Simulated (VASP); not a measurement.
Crystal: Br.

```
CELL_PARAMETERS angstrom
4.59760 0.00000 0.00000
0.00000 4.59760 0.00000
0.00000 0.00000 4.59760
ATOMIC_POSITIONS crystal
Br 0.50000 0.00000 0.00000
Br 0.00000 0.50000 0.00000
Br 0.00000 0.00000 0.50000
```

Base run:

- Program: VASP 6.6.1
- Functional: r2SCAN
- Potentials or basis: VASP PAW PBE potentials, release 64 (Br)
- Cutoff: 520 eV
- k mesh: 5 × 5 × 5
- Occupations: fermi-dirac, width 0.1 eV
- Spin: no spin polarisation

Its results: pressure -0.8 GPa.

Question: The run is repeated on the same cell with these changes: occupations from fermi-dirac, width 0.1 eV to fermi-dirac, width 0.2 eV; further incar settings from ALGO = Normal; EDIFF = 1e-06; NBANDS = 18 to ALGO = Normal; EDIFF = 1e-07; NBANDS = 18. What comes out?

Answer: Pressure -0.3 GPa.

Caveats: the PAW data sets were made with another functional, which shifts forces and pressure a little; an odd number of electrons without spin polarisation forces a metal; a magnetic or distorted state may lie lower.
